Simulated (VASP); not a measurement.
# Ir (P6_3/mmc) in VASP: notebook

Runs on Ir. Level: PBEsol. Tasks: single point.

Program: VASP 6.6.1. These are calculated values, not measurements. Logs are shortened: lines on timing, memory, paths and dates and some standing lists are left out, and cuts for length are marked.

### 1 The cell of the first run

It takes space group P6_3/mmc (No. 194, hexagonal). The conventional cell has a = 2.824 Å, b = 2.824 Å, c = 4.578 Å, α = 90.00°, β = 90.00°, γ = 120.00°. Ir (site symmetry -6m2) has 12 Ir at 2.81 to 2.82 Å within 3.7 Å.

This isn't the form of Ir at room conditions, which is fcc.

### 2 Single point, PBEsol, collinear spin (15.80 Å³/atom)

Contents of INCAR:

```
SYSTEM = Ir
PREC = Accurate ; ENCUT = 520
EDIFF = 1E-6 ; ISMEAR = 0
SIGMA = 0.15 ; LREAL = .False.
LASPH = .True. ; NELM = 150
ALGO = Fast ; ISIF = 2
LWAVE = .False. ; LCHARG = .False.
ISPIN = 2 ; MAGMOM = 0.3 0.3
LORBIT = 11 ; NUPDOWN = 0.6
LMAXMIX = 4 ; GGA = PS
NBANDS = 20
```

Contents of KPOINTS:

```
regular mesh
0
Gamma
  21 21 12
  0 0 0
```

Contents of POSCAR:

```
Ir
1.0
    2.8235216222      0.0000000000      0.0000000000
   -1.4117608111      2.4452414529      0.0000000000
    0.0000000000      0.0000000000      4.5777984561
Ir
2
Direct
    0.6666666667      0.3333333333      0.7500000000
    0.3333333333      0.6666666667      0.2500000000
```

Potentials or basis: VASP PAW PBE potentials, release 64 (Ir).

On the command line:

```
> cat potpaw_PBE.64/Ir/POTCAR > POTCAR
> mpirun -np 1 vasp_std > vasp.out
```

OUTCAR:

```text
SYSTEM = Ir
   PREC = Accurate
   ENCUT = 520
   EDIFF = 1E-6
   ISMEAR = 0
   LREAL = .False.
   LASPH = .True.
   NELM = 150
   ISIF = 2
   ISPIN = 2
   LORBIT = 11
   NUPDOWN = 0.6
   GGA = PS

 ion  position               nearest neighbor table
   1  0.667  0.333  0.750-   2 2.81   2 2.81   2 2.81   2 2.81   2 2.81   2 2.81
   2  0.333  0.667  0.250-   1 2.81   1 2.81   1 2.81   1 2.81   1 2.81   1 2.81

  LATTYP: Found a hexagonal cell.
 ALAT       =     2.8235216222
 C/A-ratio  =     1.6213080927

  Lattice vectors:

 A1 = (   2.8235216222,   0.0000000000,   0.0000000000)
 A2 = (  -1.4117608111,   2.4452414529,   0.0000000000)
 A3 = (   0.0000000000,   0.0000000000,   4.5777984561)

Analysis of symmetry for initial positions (statically):
=====================================================================
 Subroutine PRICEL returns:
 Original cell was already a primitive cell.

 Routine SETGRP: Setting up the symmetry group for a
 hexagonal supercell.

 Subroutine GETGRP returns: Found 24 space group operations
 (whereof 12 operations were pure point group operations)
 out of a pool of 24 trial point group operations.

The static configuration has the point symmetry D_3d.
 The point group associated with its full space group is D_6h.

Analysis of symmetry for dynamics (positions and initial velocities):
=====================================================================
 Subroutine PRICEL returns:
 Original cell was already a primitive cell.

 Routine SETGRP: Setting up the symmetry group for a
 hexagonal supercell.

 Subroutine GETGRP returns: Found 24 space group operations
 (whereof 12 operations were pure point group operations)
 out of a pool of 24 trial point group operations.

The dynamic configuration has the point symmetry D_3d.
 The point group associated with its full space group is D_6h.

Analysis of structural, dynamic, and magnetic symmetry:
=====================================================================
 Subroutine PRICEL returns:
 Original cell was already a primitive cell.

 Routine SETGRP: Setting up the symmetry group for a
 hexagonal supercell.

 Subroutine GETGRP returns: Found 24 space group operations
 (whereof 12 operations were pure point group operations)
 out of a pool of 24 trial point group operations.

The overall configuration has the point symmetry D_3d.
 The point group associated with its full space group is D_6h.

 Subroutine INISYM returns: Found 24 space group operations
 (whereof 12 operations are pure point group operations),
 and found     1 'primitive' translations

[... 111 lines left out ...]
   IALGO  =     68    algorithm
   IMIX   =      4    mixing-type and parameters
     AMIX     =   0.40;   BMIX     =  1.00
     AMIX_MAG =   1.60;   BMIX_MAG =  1.00
  volume/ion in A,a.u.               =      15.80       106.64
  Fermi-wavevector in a.u.,A,eV,Ry     =   1.356987  2.564334 25.053970  1.841415
  Thomas-Fermi vector in A             =   2.483944
   LORBIT       =     11    0 simple, 1 ext, 2 COOP (PROOUT), +10 PAW based schemes
   GGA     = PS    functional components
   LHFCALC =     F    Hartree Fock is set to
   AEXX    =    0.0000 exact exchange contribution
   IVDW    =     0    specifies the selected vdW correction
   LEPSILON=     F    determine dielectric tensor
   LRPA    =     F    only Hartree local field effects (RPA)
 spin polarized calculation
 RMM-DIIS sequential band-by-band and
 Gauss-broadening in eV      SIGMA  =   0.15
  energy-cutoff  :      520.00
  volume of cell :       31.61
 maximum number of plane-waves:       867
 NGX is ok and might be reduce to    24
   NGX = 11   NGY = 11   NGZ = 17

 number of electron      18.0000003 magnetization       0.6000000

 Free energy of the ion-electron system (eV)
  ---------------------------------------------------
  ext. energy  EPLUGINS =         0.00000000
  ---------------------------------------------------
  free energy    TOTEN  =       -19.09486274 eV

  energy without entropy =      -19.06164159  energy(sigma->0) =      -19.07825216

 E-fermi :   8.3948     XC(G=0): -13.4575

 val. band max:        8.6149902309   @ k =   0.3333   0.1429   0.4167
 cond. band min:       8.4121081350   @ k =   0.3810   0.2381   0.1667
 fundamental gap:     -0.2028820959
 Fermi energy:         8.6161434337

 spin component 1

 k-point     1 :       0.0000    0.0000    0.0000
  band No.  band energies     occupation
      1      -1.6422      1.00000
      2       1.3557      1.00000
      3       5.0883      1.00000
      4       5.1903      1.00000
      5       5.1903      1.00000
      6       5.7373      1.00000
[... 541 lines left out ...]
     19      28.4312      0.00000
     20      29.8014      0.00000

 [... further k-points ...]

 spin component 2

 k-point     1 :       0.0000    0.0000    0.0000
  band No.  band energies     occupation
      1      -1.5744      1.00000
      2       1.4823      1.00000
      3       5.2780      1.00000
      4       5.3711      1.00000
      5       5.3711      1.00000
      6       5.9234      1.00000
[... 541 lines left out ...]
     19      28.5047      0.00000
     20      29.8894      0.00000

 [... further k-points ...]
[... 5 lines left out ...]
  --------------------------------------------------------------------------------------
  -------------------------------------------------------------------------------------
  Total       -6.1312652     -6.1312652     -6.3253358      0.0000000      0.0000000      0.0000000
  in kB     -310.8072536   -310.8072535   -320.6451198      0.0000000      0.0000000      0.0000000
  external PRESSURE =    -314.0865423 kB  Pullay stress =       0.0000000 kB

 VOLUME and BASIS-vectors are now :
 -----------------------------------------------------------------------------
  energy-cutoff  :      520.00
  volume of cell :       31.61
      direct lattice vectors                 reciprocal lattice vectors
     2.823521622  0.000000000  0.000000000     0.354167644  0.204478784  0.000000000
    -1.411760811  2.445241453  0.000000000     0.000000000  0.408957569  0.000000000
     0.000000000  0.000000000  4.577798456     0.000000000  0.000000000  0.218445615

 POSITION                                       TOTAL-FORCE (eV/Angst)
 -----------------------------------------------------------------------------------
      1.41176      0.81508      3.43335         0.000000     -0.000000      0.000000
     -0.00000      1.63016      1.14445        -0.000000      0.000000      0.000000
 -----------------------------------------------------------------------------------
    total drift:                               -0.000000      0.000000     -0.000000

  FREE ENERGIE OF THE ION-ELECTRON SYSTEM (eV)
  ---------------------------------------------------
  free  energy   TOTEN  =       -19.0948627411 eV

  energy  without entropy=      -19.0616415880  energy(sigma->0) =      -19.07825216

 total charge

# of ion       s       p       d       tot
------------------------------------------
    1        0.609   0.602   6.835   8.046
    2        0.609   0.602   6.835   8.046
--------------------------------------------------
tot          1.217   1.205  13.670  16.092

 magnetization (x)

# of ion       s       p       d       tot
------------------------------------------
    1        0.001  -0.000   0.293   0.294
    2        0.001  -0.000   0.293   0.294
--------------------------------------------------
tot          0.002  -0.000   0.587   0.589
```

stdout:

```text
POSCAR found type information on POSCAR Ir
 POSCAR found :  1 types and       2 ions
 scaLAPACK will be used
 -----------------------------------------------------------------------------
|                                                                             |
|                                                                             |
|     You enforced a specific xc type in the INCAR file but a different       |
|     I HOPE YOU KNOW WHAT YOU ARE DOING!                                     |
|                                                                             |
 -----------------------------------------------------------------------------

 LDA part: xc-table for (Slater+PW92), standard interpolation
 POSCAR, INCAR and KPOINTS ok, starting setup
 FFT: planning ... GRIDC
 FFT: planning ... GRID_SOFT
 FFT: planning ... GRID
 WAVECAR not read
 entering main loop
```

It took 3.5 min on 1 thread of AMD EPYC 9R45 (Zen 5), shared host; peak memory 0.37 GiB.

What came out:

| Quantity | Value |
| --- | --- |
| Free energy | -19.0949 eV |
| Pressure | -31.4 GPa |
| Net moment | 0.60 μB per cell |
| Site moments | Ir +0.29 μB |
| Valence electrons inside the program's atomic spheres | Ir 8.05 |

Caveat: the cell stands under tension; the PAW data sets were made with another functional, which shifts forces and pressure a little; spin-orbit coupling is left out, which moves the levels of the heavy elements; the total moment is fixed, so each spin has its own Fermi level and the state may be an excited one.

(Part 1 of 2 ends here.)
